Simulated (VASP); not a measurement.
AlCo: single point with PBE

Crystal: AlCo.

```
CELL_PARAMETERS angstrom
2.81940 0.00000 0.00000
0.00000 2.81940 0.00000
0.00000 0.00000 2.81940
ATOMIC_POSITIONS crystal
Al 0.00000 0.00000 0.00000
Co 0.50000 0.50000 0.50000
```

| Quantity | Value |
| --- | --- |
| Program | VASP 6.6.1 |
| Task | single point |
| Functional | PBE |
| Potentials or basis | VASP PAW PBE potentials, release 64 (Al, Co) |
| Cutoff | 520 eV |
| k mesh | 12 × 12 × 12 |
| Occupations | fermi-dirac, width 0.15 eV |
| Spin | collinear spin, ferromagnetic start |
| Starting moments | [0.0, 1.8] μB |

```yaml
Pressure: 7.0 GPa
Band_gap_on_the_k_mesh: zero (filled and empty bands overlap)
Net_moment: 0.00 μB per cell
Valence_electrons_inside_the_program's_atomic_spheres: Al 0.84; Co 8.51
```

Levels at points of the mesh, in eV from the Fermi level:
Spin up:
| k point | band 4 | band 5 | band 6 | band 7 | band 8 | band 9 |
| --- | --- | --- | --- | --- | --- | --- |
| (0.00, 0.00, 0.00) | -0.80 | -0.80 | -0.80 | 6.21 | 6.21 | 6.21 |
| (0.50, 0.00, 0.00) | -1.71 | -1.71 | -0.68 | 0.27 | 8.52 | 10.87 |
| (0.50, 0.50, 0.00) | -2.67 | -1.50 | -1.50 | -0.17 | 2.60 | 3.72 |
| (0.50, 0.50, 0.50) | -0.13 | -0.13 | 2.47 | 2.47 | 2.47 | 4.49 |
Spin down:
| k point | band 2 | band 3 | band 4 | band 5 | band 6 | band 7 | band 8 | band 9 | band 10 | band 11 |
| --- | --- | --- | --- | --- | --- | --- | --- | --- | --- | --- |
| (0.00, 0.00, 0.00) | -3.03 | -3.03 | -0.80 | -0.80 | -0.80 | 6.21 | 6.21 | 6.21 | 8.95 | 8.95 |
| (0.50, 0.00, 0.00) | -6.71 | -2.41 | -1.71 | -1.71 | -0.68 | 0.27 | 8.52 | 10.87 | 10.87 | 12.07 |
| (0.50, 0.50, 0.00) | -3.11 | -2.67 | -2.67 | -1.50 | -1.50 | -0.17 | 2.60 | 3.72 | 13.21 | 16.20 |
| (0.50, 0.50, 0.50) | -4.01 | -4.01 | -0.13 | -0.13 | 2.47 | 2.47 | 2.47 | 4.49 | 5.58 | 5.58 |

Run time: 54 s on 1 thread of AMD EPYC 7R13 Processor (Zen 3), with other jobs on the host, peak memory 0.15 GiB.

Caveat: the starting moments collapsed, and a magnetic state may lie lower.
